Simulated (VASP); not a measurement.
Set up this calculation in VASP 6.6.1, as the native input.

* Task: relaxation of cell and atoms
* Functional: r2SCAN
* Potentials or basis: VASP PAW PBE potentials, release 64 (Mo_sv)
* Cutoff: 600 eV
* k mesh: 10 × 10 × 10
* Occupations: gaussian, width 0.1 eV
* Spin: no spin polarisation
* Target pressure: 45 GPa
* Dipole correction: no
* Further INCAR settings: ALGO = Normal; EDIFF = 1e-07; IBRION = 2; EDIFFG = -0.05; NSW = 80; ISIF = 3

Crystal: Mo.

```
CELL_PARAMETERS angstrom
-1.50970 1.50970 1.50970
1.50970 -1.50970 1.50970
1.50970 1.50970 -1.50970
ATOMIC_POSITIONS crystal
Mo 0.00000 0.00000 0.00000
```

One way to write it, as run:

POSCAR

```
Mo
1.0
   -1.5096994454      1.5096994454      1.5096994454
    1.5096994454     -1.5096994454      1.5096994454
    1.5096994454      1.5096994454     -1.5096994454
Mo
1
Direct
    0.0000000000      0.0000000000      0.0000000000
```

INCAR.step1

```
SYSTEM = Mo
PREC = Accurate ; ENCUT = 600
ISMEAR = 0 ; SIGMA = 0.1
LREAL = .FALSE. ; LASPH = .TRUE.
NELM = 60 ; GGA = PE
ALGO = Normal ; EDIFF = 1E-4
LWAVE = .TRUE. ; LCHARG = .FALSE.
```

INCAR.step2

```
SYSTEM = Mo
PREC = Accurate ; ENCUT = 600
EDIFF = 1E-7 ; ISMEAR = 0
SIGMA = 0.1 ; LREAL = .FALSE.
LASPH = .TRUE. ; NELM = 60
ALGO = Normal ; ISIF = 3
LWAVE = .FALSE. ; LCHARG = .FALSE.
METAGGA = R2SCAN ; LMIXTAU = .TRUE.
IBRION = 2 ; NSW = 80
EDIFFG = -0.05 ; PSTRESS = 450.0
ISTART = 1
```

KPOINTS

```
Automatic mesh
0
G
  10 10 10
  0 0 0
```

Potentials or basis: VASP PAW PBE potentials, release 64 (Mo_sv).

Command:

```sh
$ cat potpaw_PBE.64/Mo_sv/POTCAR > POTCAR
$ cp INCAR.step1 INCAR
$ mpirun -np 1 vasp_std > vasp.out
$ cp INCAR.step2 INCAR
$ mpirun -np 1 vasp_std > vasp.out
```

Results of the run:

* Relaxed volume: 13.78 Å³/atom
* Relaxed cell: a = 2.616 Å, b = 2.616 Å, c = 2.616 Å, α = 109.47°, β = 109.47°, γ = 109.47°
* Space group after relaxing (to 0.05 Å): Im-3m (No. 229)
* Energy change on relaxing (the enthalpy is what falls): -5.4 meV/atom
* Ionic steps: 3
* Pressure after relaxing: 45.0 GPa
* Band gap on the k mesh: zero (band 7 reaches 19.64 eV, above the bottom of band 8 at 13.01 eV)

Caveat: the cell is relaxed towards a set pressure, so the enthalpy falls and the energy may rise; the PAW data sets were made with another functional, which shifts forces and pressure a little.

It took 50 s on 1 thread of Intel(R) Xeon(R) 6975P-C (Granite Rapids), on a shared host, peak memory 0.15 GiB.
